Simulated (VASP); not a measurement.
# Al (Fm-3m) in VASP: settings compared

Al is run at these levels: RPBE+D4, revPBE+D4, LDA, PBE+D3(BJ); tasks: elastic constants, density of states, electric field gradients.

Everything below comes from runs of VASP 6.6.1. Logs are shortened: lines on timing, memory, paths and dates and some standing lists are left out, and cuts for length are marked.

### 1 The cell of the first run

Symmetry: Fm-3m, No. 225, cubic system. Conventional cell: a = 4.050 Å, b = 4.050 Å, c = 4.050 Å, α = 90.00°, β = 90.00°, γ = 90.00°. Within 3.8 Å of Al (site symmetry m-3m) lie 12 Al at 2.86 Å.

### 2 Elastic constants, RPBE+D4

Input file INCAR:

```
SYSTEM = Al
  ALGO = Fast
  EDIFF = 1E-8
  ENCUT = 600
  GGA = RP
  IBRION = 6
  ISIF = 3
  ISMEAR = -1
  IVDW = 13
  LASPH = .TRUE.
  LCHARG = .FALSE.
  LREAL = .FALSE.
  LWAVE = .FALSE.
  NBANDS = 8
  NELM = 60
  NFREE = 2
  NSW = 1
  POTIM = 0.015
  PREC = Accurate
  SIGMA = 0.1
```

Input file KPOINTS:

```
k-points
0
G
  7 7 7
  0 0 0
```

Input file POSCAR:

```
Al
1.0
    0.0000000000      2.0248050000      2.0248050000
    2.0248050000      0.0000000000      2.0248050000
    2.0248050000      2.0248050000      0.0000000000
Al
1
Direct
    0.0000000000      0.0000000000      0.0000000000
```

Potentials or basis: VASP PAW PBE potentials, release 64 (Al).

Launch:

```bash
$ cat potpaw_PBE.64/Al/POTCAR > POTCAR
$ mpirun -np 1 vasp_std > vasp.out
```

OUTCAR:

```text
SYSTEM = Al
   EDIFF = 1E-8
   ENCUT = 600
   GGA = RP
   IBRION = 6
   ISIF = 3
   ISMEAR = -1
   IVDW = 13
   LASPH = .TRUE.
   LREAL = .FALSE.
   NELM = 60
   NFREE = 2
   NSW = 1
   POTIM = 0.015
   PREC = Accurate

 ion  position               nearest neighbor table
   1  0.000  0.000  0.000-

  LATTYP: Found a face centered cubic cell.
 ALAT       =     4.0496100000

  Lattice vectors:

 A1 = (   0.0000000000,   2.0248050000,   2.0248050000)
 A2 = (   2.0248050000,   0.0000000000,   2.0248050000)
 A3 = (   2.0248050000,   2.0248050000,   0.0000000000)

Analysis of symmetry for initial positions (statically):
=====================================================================
 Subroutine PRICEL returns:
 Original cell was already a primitive cell.

 Routine SETGRP: Setting up the symmetry group for a
 face centered cubic supercell.

 Subroutine GETGRP returns: Found 48 space group operations
[... 9 lines left out ...]

 Routine SETGRP: Setting up the symmetry group for a
 face centered cubic supercell.

 Subroutine GETGRP returns: Found 48 space group operations
 (whereof 48 operations were pure point group operations)
 out of a pool of 48 trial point group operations.

The dynamic configuration has the point symmetry O_h .

 Subroutine INISYM returns: Found 48 space group operations
 (whereof 48 operations are pure point group operations),
 and found     1 'primitive' translations

----------------------------------------------------------------------------------------

                                     Primitive cell

  volume of cell :      16.6027

  direct lattice vectors                    reciprocal lattice vectors
     0.000000000  2.024805000  2.024805000    -0.246937359  0.246937359  0.246937359
     2.024805000  0.000000000  2.024805000     0.246937359 -0.246937359  0.246937359
     2.024805000  2.024805000  0.000000000     0.246937359  0.246937359 -0.246937359

  length of vectors
     2.863506692  2.863506692  2.863506692     0.427708053  0.427708053  0.427708053

  position of ions in fractional coordinates (direct lattice)
     0.000000000  0.000000000  0.000000000

  ion indices of the primitive-cell ions
   primitive index   ion index
                 1           1

----------------------------------------------------------------------------------------

 KPOINTS: k-points

Automatic generation of k-mesh.
 Grid dimensions read from file:
 generate k-points for:    7    7    7

 Generating k-lattice:

  Cartesian coordinates                     Fractional coordinates (reciprocal lattice)
    -0.035276766  0.035276766  0.035276766     0.142857143  0.000000000  0.000000000
     0.035276766 -0.035276766  0.035276766     0.000000000  0.142857143  0.000000000
     0.035276766  0.035276766 -0.035276766     0.000000000  0.000000000  0.142857143

  Length of vectors
     0.061101150  0.061101150  0.061101150

  Shift w.r.t. Gamma in fractional coordinates (k-lattice)
     0.000000000  0.000000000  0.000000000

 Subroutine IBZKPT returns following result:
 ===========================================

 Found     20 irreducible k-points:

[... 36 lines left out ...]
   LSORBIT =      F    spin-orbit coupling
   LASPH  =      T    aspherical Exc in radial PAW
   ENCUT  =  600.0 eV  44.10 Ry    6.64 a.u.   5.72  5.72  5.72*2*pi/ulx,y,z
   NELM   =     60;   NELMIN=  2; NELMDL= -5     # of ELM steps
   EDIFF  = 0.1E-07   stopping-criterion for ELM
   LREAL  =      F    real-space projection
   EDIFFG = 0.1E-06   stopping-criterion for IOM
   NSW    =     49    number of steps for IOM
   IBRION =      6    ionic relax: 0-MD 1-quasi-New 2-CG
   NFREE  =      2    steps in history (QN), initial steepest desc. (CG)
   ISIF   =      3    stress and relaxation
   ISYM   =      2    0-nonsym 1-usesym 2-fastsym
   POTIM  = 0.0150    time-step for ionic-motion
   TEBEG  =    0.0;   TEEND  =   0.0 temperature during run
   PSTRESS=    0.0 pullay stress
   NELECT =       3.0000    total number of electrons
   NUPDOWN=      -1.0000    fix difference up-down
   EMIN   =  10.00;   EMAX   =-10.00  energy-range for DOS
   EFERMI =   0.00;   METHOD = LEGACY
   ISMEAR =    -1;   SIGMA  =   0.10  broadening in eV -4-tet -1-fermi 0-gaus
   EFERMI_NEDOS =   21; number of points for ismear=-14 and -15
   IALGO  =     68    algorithm
   IMIX   =      4    mixing-type and parameters
     AMIX     =   0.40;   BMIX     =  1.00
     AMIX_MAG =   1.60;   BMIX_MAG =  1.00
  volume/ion in A,a.u.               =      16.60       112.04
  Fermi-wavevector in a.u.,A,eV,Ry     =   0.925526  1.748991 11.654733  0.856599
  Thomas-Fermi vector in A             =   2.051390
   LORBIT       =      0    0 simple, 1 ext, 2 COOP (PROOUT), +10 PAW based schemes
   GGA     = RP    functional components
   LHFCALC =     F    Hartree Fock is set to
   AEXX    =    0.0000 exact exchange contribution
   IVDW    =    13    specifies the selected vdW correction
   LEPSILON=     F    determine dielectric tensor
   LRPA    =     F    only Hartree local field effects (RPA)
 finite differences with symmetry
 non-spin polarized calculation
 RMM-DIIS sequential band-by-band and
  energy-cutoff  :      600.00
  volume of cell :       16.60
 maximum number of plane-waves:       561
   NGX = 11   NGY = 11   NGZ = 11

--------------------------------------- Ionic step        1  -------------------------------------------

 number of electron       3.0000000 magnetization

 Free energy of the ion-electron system (eV)
  ---------------------------------------------------
  ext. energy  EPLUGINS =         0.00000000
  ---------------------------------------------------
  free energy    TOTEN  =        -3.56097916 eV

  energy without entropy =       -3.55031196  energy(sigma->0) =       -3.55564556

------------------------ aborting loop because EDIFF is reached ----------------------------------------

  DFT-D4 for vdW energy calculation

  Edisp (eV):   -0.65462
[... 102 lines left out ...]
  FREE ENERGIE OF THE ION-ELECTRON SYSTEM (eV)
  ---------------------------------------------------
  free  energy   TOTEN  =        -4.2225117733 eV

  energy  without entropy=       -4.2126889619  energy(sigma->0) =       -4.21760037

[... ionic steps 4 to 12 ...]

--------------------------------------- Ionic step       13  -------------------------------------------

 number of electron       3.0000000 magnetization

------------------------ aborting loop because EDIFF is reached ----------------------------------------
[... 73 lines left out ...]
--------------------------------------- Ionic step       15  -------------------------------------------

 number of electron       3.0000000 magnetization

 Free energy of the ion-electron system (eV)
  ---------------------------------------------------
  ext. energy  EPLUGINS =         0.00000000
  ---------------------------------------------------
  free energy    TOTEN  =        -3.56097915 eV

  energy without entropy =       -3.55031195  energy(sigma->0) =       -3.55564555

 E-fermi :   8.0865     XC(G=0): -10.1172

 val. band max:        7.4315712077   @ k =   0.4286   0.1429   0.0000
 cond. band min:       8.1546582237   @ k =  -0.2857   0.2857   0.0000
 fundamental gap:      0.7230870160
 Fermi energy:         8.0864933748

 k-point     1 :       0.0000    0.0000    0.0000
  band No.  band energies     occupation
      1      -3.0639      2.00000
      2      20.5942      0.00000
      3      20.5942      0.00000
      4      20.5942      0.00000
      5      22.1686      0.00000
      6      22.1686      0.00000
      7      22.1686      0.00000
      8      24.3784      0.00000
[... 239 lines left out ...]
  FREE ENERGIE OF THE ION-ELECTRON SYSTEM (eV)
  ---------------------------------------------------
  free  energy   TOTEN  =        -4.2155991494 eV

  energy  without entropy=       -4.2049319501  energy(sigma->0) =       -4.21026555

 INTERNAL STRAIN TENSORS FROM STRAINED CELLS
 ============================================

 INTERNAL STRAIN TENSOR FOR ION    1 for displacements in x,y,z  (eV/Angst):
          X           Y           Z          XY          YZ          ZX
  --------------------------------------------------------------------------------
  x     0.00000     0.00000    -0.00000     0.00000     0.00000     0.00000
  y     0.00000     0.00000     0.00000    -0.00000     0.00000     0.00000
  z    -0.00000    -0.00000     0.00000     0.00000     0.00000     0.00000

 INTERNAL STRAIN TENSORS FROM DISPLACED ATOMS
 ============================================

 INTERNAL STRAIN TENSOR FOR ION    1 for displacements in x,y,z  (eV/Angst):
          X           Y           Z          XY          YZ          ZX
  --------------------------------------------------------------------------------
  x     0.00000     0.00000     0.00000     0.00000     0.00000     0.00000
  y     0.00000     0.00000     0.00000     0.00000     0.00000     0.00000
  z     0.00000     0.00000     0.00000     0.00000     0.00000     0.00000

 Eigenvectors and eigenvalues of the dynamical matrix
 ----------------------------------------------------

   1 f  =    0.000000 THz     0.000000 2PiTHz    0.000000 cm-1     0.000000 meV
             X         Y         Z           dx          dy          dz
      0.000000  0.000000  0.000000     1.000000    0.000000    0.000000

   2 f  =    0.000000 THz     0.000000 2PiTHz    0.000000 cm-1     0.000000 meV
             X         Y         Z           dx          dy          dz
      0.000000  0.000000  0.000000     0.000000    1.000000    0.000000

   3 f  =    0.000000 THz     0.000000 2PiTHz    0.000000 cm-1     0.000000 meV
             X         Y         Z           dx          dy          dz
      0.000000  0.000000  0.000000     0.000000    0.000000    1.000000

--------------------------------------------------------------------------------------------------------

 ELASTIC MODULI CONTR FROM IONIC RELAXATION (kBar)
 Direction    XX          YY          ZZ          XY          YZ          ZX
 --------------------------------------------------------------------------------
 XX           0.0000      0.0000      0.0000      0.0000      0.0000      0.0000
 YY           0.0000      0.0000      0.0000      0.0000      0.0000      0.0000
 ZZ           0.0000      0.0000      0.0000      0.0000      0.0000      0.0000
 XY           0.0000      0.0000      0.0000      0.0000      0.0000      0.0000
 YZ           0.0000      0.0000      0.0000      0.0000      0.0000      0.0000
 ZX           0.0000      0.0000      0.0000      0.0000      0.0000      0.0000
 --------------------------------------------------------------------------------

 TOTAL ELASTIC MODULI (kBar)
 Direction    XX          YY          ZZ          XY          YZ          ZX
 --------------------------------------------------------------------------------
 XX        1221.6628    477.0365    477.0365      0.0000      0.0000      0.0000
 YY         477.0365   1221.6628    477.0365      0.0000      0.0000     -0.0000
 ZZ         477.0365    477.0365   1221.6628      0.0000     -0.0000     -0.0000
 XY           0.0000      0.0000      0.0000   1037.8634      0.0000     -0.0000
 YZ           0.0000      0.0000     -0.0000      0.0000   1037.8634      0.0000
 ZX           0.0000     -0.0000     -0.0000     -0.0000      0.0000   1037.8634
 --------------------------------------------------------------------------------
```

Wall time 46 s (1 thread of Intel Xeon 6975P-C (Granite Rapids), shared host); peak memory 0.16 GiB.

What came out:

```
Elastic constants C11, C12, C44 : 122, 48, 104 GPa
Voigt bulk modulus              : 73 GPa
Dispersion energy per atom      : -0.655 eV
```

Elastic tensor in Voigt notation (GPa, in the Cartesian axes of the cell as first typed):
```
122  48  48   0   0   0
 48 122  48   0   0   0
 48  48 122   0   0   0
  0   0   0 104   0   0
  0   0   0   0 104   0
  0   0   0   0   0 104
```

Clamped-ion elastic tensor (GPa):
```
122  48  48   0   0   0
 48 122  48   0   0   0
 48  48 122   0   0   0
  0   0   0 104   0   0
  0   0   0   0 104   0
  0   0   0   0   0 104
```

Caveat: the k points lie up to 0.38 Å⁻¹ apart; the cell is under stress, which shifts elastic constants; the PAW data sets were made with another functional, which shifts forces and pressure a little.

### 3 Density of states, revPBE+D4, collinear spin, ferromagnetic start

POSCAR is that of step 2.

Input file INCAR.step1:

```
PREC = Accurate ; ENCUT = 520
EDIFF = 1E-6 ; ISMEAR = -1
SIGMA = 0.05 ; LREAL = False
LASPH = True ; NELM = 150
ALGO = Normal ; ISIF = 2
LWAVE = False ; LCHARG = True
ISPIN = 2 ; MAGMOM = 0.5
GGA = RE ; IVDW = 13
NBANDS = 12
```

Input file KPOINTS.step1:

```
Automatic mesh
0
Gamma
  11 11 11
```

Input file INCAR.step2:

```
PREC = Accurate ; ENCUT = 520
EDIFF = 1E-6 ; ISMEAR = -5
SIGMA = 0.05 ; LREAL = False
LASPH = True ; NELM = 150
ALGO = Normal ; ISIF = 2
LWAVE = False ; LCHARG = False
ISPIN = 2 ; MAGMOM = 0.5
LORBIT = 10 ; GGA = RE
IVDW = 13 ; NEDOS = 1001
ICHARG = 11
```

Input file KPOINTS.step2:

```
Automatic mesh
0
Gamma
  17 17 17
```

Potentials or basis: VASP PAW PBE potentials, release 64 (Al).

Launch:

```bash
$ cat potpaw_PBE.64/Al/POTCAR > POTCAR
$ cp INCAR.step1 INCAR
$ cp KPOINTS.step1 KPOINTS
$ mpirun -np 1 vasp_std > vasp.out
$ cp INCAR.step2 INCAR
$ cp KPOINTS.step2 KPOINTS
$ mpirun -np 1 vasp_std > vasp.out
```

OUTCAR:

```text
PREC = Accurate
   ENCUT = 520
   EDIFF = 1E-6
   ISMEAR = -5
   LREAL = False
   LASPH = True
   NELM = 150
   ISIF = 2
   ISPIN = 2
   LORBIT = 10
   GGA = RE
   IVDW = 13
   ICHARG = 11

 ion  position               nearest neighbor table
   1  0.000  0.000  0.000-

  LATTYP: Found a face centered cubic cell.
 ALAT       =     4.0496100000

  Lattice vectors:

 A1 = (   0.0000000000,   2.0248050000,   2.0248050000)
 A2 = (   2.0248050000,   0.0000000000,   2.0248050000)
 A3 = (   2.0248050000,   2.0248050000,   0.0000000000)

Analysis of symmetry for initial positions (statically):
=====================================================================
 Subroutine PRICEL returns:
 Original cell was already a primitive cell.

 Routine SETGRP: Setting up the symmetry group for a
 face centered cubic supercell.

 Subroutine GETGRP returns: Found 48 space group operations
[... 9 lines left out ...]

 Routine SETGRP: Setting up the symmetry group for a
 face centered cubic supercell.

 Subroutine GETGRP returns: Found 48 space group operations
 (whereof 48 operations were pure point group operations)
[... 369 lines left out ...]
 k-point     1 :       0.0000    0.0000    0.0000
  band No.  band energies     occupation
      1      -3.0838      1.00000
      2      20.5739      0.00000
      3      20.5739      0.00000
      4      20.5739      0.00000
      5      22.1249      0.00000
[... 177 lines left out ...]
 k-point    24 :      -0.1176    0.0588    0.0000
  band No.  band energies     occupation
      1      -2.4913      1.00000
      2      15.8179      0.00000
      3      17.8560      0.00000
      4      20.7075      0.00000
      5      22.8623      0.00000

 [... further k-points ...]

------------------------ aborting loop because EDIFF is reached ----------------------------------------

  DFT-D4 for vdW energy calculation

  Edisp (eV):   -0.56123

  FORCE on cell =-STRESS in cart. coord.  units (eV):
  Direction    XX          YY          ZZ          XY          YZ          ZX
  --------------------------------------------------------------------------------------
  -------------------------------------------------------------------------------------
  Total      -0.53987    -0.53987    -0.53987     0.00000     0.00000     0.00000
  in kB     -52.09825   -52.09825   -52.09825     0.00000     0.00000     0.00000
  external pressure =      -52.10 kB  Pullay stress =        0.00 kB

 VOLUME and BASIS-vectors are now :
 -----------------------------------------------------------------------------
  energy-cutoff  :      520.00
  volume of cell :       16.60
      direct lattice vectors                 reciprocal lattice vectors
     0.000000000  2.024805000  2.024805000    -0.246937359  0.246937359  0.246937359
     2.024805000  0.000000000  2.024805000     0.246937359 -0.246937359  0.246937359
     2.024805000  2.024805000  0.000000000     0.246937359  0.246937359 -0.246937359

 POSITION                                       TOTAL-FORCE (eV/Angst)
 -----------------------------------------------------------------------------------
      0.00000      0.00000      0.00000         0.000000      0.000000     -0.000000
 -----------------------------------------------------------------------------------
    total drift:                               -0.000000      0.000000      0.000000

  FREE ENERGIE OF THE ION-ELECTRON SYSTEM (eV)
  ---------------------------------------------------
  free  energy   TOTEN  =        -4.1164513516 eV

  energy  without entropy=       -4.1164513516  energy(sigma->0) =       -4.11645135

 total charge

# of ion       s       p       d       tot
------------------------------------------
    1        0.425   0.338   0.000   0.764

 magnetization (x)

# of ion       s       p       d       tot
------------------------------------------
    1       -0.000  -0.000   0.000  -0.000
```

OSZICAR.step1:

```text
N       E                     dE             d eps       ncg     rms          rms(c)
DAV:   1    -0.429247703010E+00   -0.42925E+00   -0.78627E+02  2688   0.133E+02
DAV:   2    -0.348446186266E+01   -0.30552E+01   -0.29534E+01  3680   0.300E+01
DAV:   3    -0.352203029478E+01   -0.37568E-01   -0.37516E-01  3376   0.230E+00
DAV:   4    -0.352216865602E+01   -0.13836E-03   -0.13836E-03  3280   0.168E-01
DAV:   5    -0.352216969323E+01   -0.10372E-05   -0.10364E-05  3400   0.118E-02    0.198E+00
DAV:   6    -0.357235051812E+01   -0.50181E-01   -0.41373E-03  3216   0.292E-01    0.104E+00
DAV:   7    -0.356366816852E+01    0.86823E-02   -0.54052E-03  3108   0.275E-01    0.631E-01
DAV:   8    -0.356368592835E+01   -0.17760E-04   -0.10361E-03  3088   0.120E-01    0.162E-01
DAV:   9    -0.356372683490E+01   -0.40907E-04   -0.10499E-04  3432   0.388E-02    0.940E-02
DAV:  10    -0.356372618333E+01    0.65157E-06   -0.23927E-05  3268   0.171E-02    0.204E-02
DAV:  11    -0.356372486438E+01    0.13189E-05   -0.73768E-06  3224   0.101E-02    0.519E-03
DAV:  12    -0.356372504149E+01   -0.17711E-06   -0.12405E-07  1824   0.138E-03
   1 F= -.41249597E+01 E0= -.41229571E+01  d E =-.400510E-02  mag=    -0.0001
```

It took 44 s on 1 thread of Intel Xeon 6975P-C, shared host; peak memory 0.15 GiB.

Results:

```yaml
Net_moment: 0.00 μB per cell
Valence_electrons_inside_the_program's_atomic_spheres: Al 0.76
Dispersion_energy_per_atom: -0.561 eV
```

Caveat: the PAW data sets were made with another functional, which shifts forces and pressure a little; pairwise dispersion overbinds metals, which lowers pressure and volume; tetrahedron occupations give inexact forces and stress in metals.

(Continued in part 2 of 2.)
